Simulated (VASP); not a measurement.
Set up this calculation in VASP 6.6.1, as the native input.

| Quantity | Value |
| --- | --- |
| Task | single point |
| Functional | PBE |
| Potentials or basis | VASP PAW PBE potentials, release 64 (Ca_sv, B) |
| Cutoff | 520 eV |
| k mesh | 6 × 6 × 6 |
| Occupations | gaussian, width 0.1 eV |
| Spin | no spin polarisation |
| Dipole correction | no |
| Further INCAR settings | ALGO = Normal; EDIFF = 1e-06; NBANDS = 29 |

The structure of CaB3 lies in POSCAR:

```
CaB3
1.0
    5.5541031468      0.0000000000      0.0000000000
   -2.7770515734      4.8099944203      0.0000000000
    0.0000000000      0.0000000000      3.3903477690
Ca B
2 6
Direct
    0.3333333333      0.6666666667      0.2500000000
    0.6666666667      0.3333333333      0.7500000000
    0.8948141417      0.7896282834      0.2500000000
    0.1051858583      0.8948141417      0.7500000000
    0.2103717166      0.1051858583      0.2500000000
    0.1051858583      0.2103717166      0.7500000000
    0.8948141417      0.1051858583      0.2500000000
    0.7896282834      0.8948141417      0.7500000000
```

One way to write it, as run:

INCAR

```
ALGO = Normal
EDIFF = 1E-6
ENCUT = 520
GGA = PE
ISIF = 2
ISMEAR = 0
LASPH = True
LCHARG = False
LREAL = False
LWAVE = False
NBANDS = 29
NELM = 100
PREC = Accurate
SIGMA = 0.1
```

KPOINTS

```
k-points
0
Gamma
  6 6 6
```

Potentials or basis: VASP PAW PBE potentials, release 64 (Ca_sv, B).

Command:

```console
$ cat potpaw_PBE.64/Ca_sv/POTCAR potpaw_PBE.64/B/POTCAR > POTCAR
$ mpirun -np 1 vasp_std > vasp.out
```

It gave:

- Pressure: 0.3 GPa
- Largest force: 0.013 eV/Å
- Band gap on the k mesh: zero (bands 19 and 20 overlap by 2.43 eV)

Run time: 53 s on 1 thread of Oxide Virtual Turin-like Processor (shared host), peak memory 0.21 GiB.
